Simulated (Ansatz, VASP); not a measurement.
# BN: VASP beside Ansatz

File INCAR:

```
SYSTEM = BN
PREC = Accurate ; ENCUT = 520
EDIFF = 1E-6 ; ISMEAR = 0
SIGMA = 0.05 ; LREAL = .FALSE.
LASPH = .TRUE. ; NELM = 100
ALGO = Normal ; ISIF = 2
LWAVE = .FALSE. ; LCHARG = .FALSE.
GGA = PE ; NBANDS = 16
```

Contents of KPOINTS:

```
Automatic mesh
0
G
  6 6 6
  0 0 0
```

File POSCAR:

```
BN
1.0
    0.0000000000     -1.8123937734     -1.8123937734
   -1.8123937734      0.0000000000     -1.8123937734
    1.8123937734      1.8123937734     -3.6247875468
B N
2 2
Direct
    0.0228459890      0.0194429520      0.0000000000
    0.4771540110      0.4805570480      0.5000000000
    0.3983797929      0.3948972428      0.8750000000
    0.8516202071      0.8551027572      0.3750000000
```

Input for Ansatz:

```yaml
crystal:
  lattice:
    - [0.0, -1.8123937734, -1.8123937734]
    - [-1.8123937734, 0.0, -1.8123937734]
    - [1.8123937734, 1.8123937734, -3.6247875468]
  atoms:
    - { symbol: B, position: [0.022845989, 0.019442952, 0.0] }
    - { symbol: B, position: [0.477154011, 0.480557048, 0.5] }
    - { symbol: "N", position: [0.3983797929, 0.3948972428, 0.875] }
    - { symbol: "N", position: [0.8516202071, 0.8551027572, 0.375] }
basis:
  ecutwfc: 520.0
kpoints:
  mp_grid: { grid: [6, 6, 6] }
hamiltonian:
  xc: pbe
scf:
  occupations: { method: gaussian, width: 0.05 }
output:
  forces: true
  stress: true
  eigenvalues: true
```

Change from the starting cell: mode 4 frozen in at -0.068 Å and mode 5 at -0.068 Å (largest displacements).

Alike in both runs: task single point; functional PBE; k mesh 6 × 6 × 6; occupations gaussian, width 0.05 eV; no spin polarisation.

|  | VASP | Ansatz |
| --- | --- | --- |
| version | VASP 6.6.1 | Ansatz 0.2.0 |
| potentials or method | VASP PAW PBE potentials, release 64 (B, N), cutoff 520 eV | scalar-relativistic, plane waves, PAW |
| valence electrons in the cell | 16 | 16 |

Ansatz gave:

* gap on the k mesh at the Fermi level (eV): 4.29
* least direct gap on the mesh (eV): 6.25
* pressure (GPa): -0.3
* traceless stress, the component that is largest in VASP (GPa): -2.09
* rms of the force components (eV/Å): 0.590

Which values does VASP return?

gap on the k mesh at the Fermi level (eV): 4.28; least direct gap on the mesh (eV): 6.24; pressure (GPa): -0.1; traceless stress, the component that is largest in VASP (GPa): -2.09; rms of the force components (eV/Å): 0.590.

Atom by atom the forces differ by 0.001 eV/Å (rms over components). The functional is the same, so the differences come from potentials, cutoffs and numerics.

The k mesh is coarse, so the values compare programs but aren't converged.
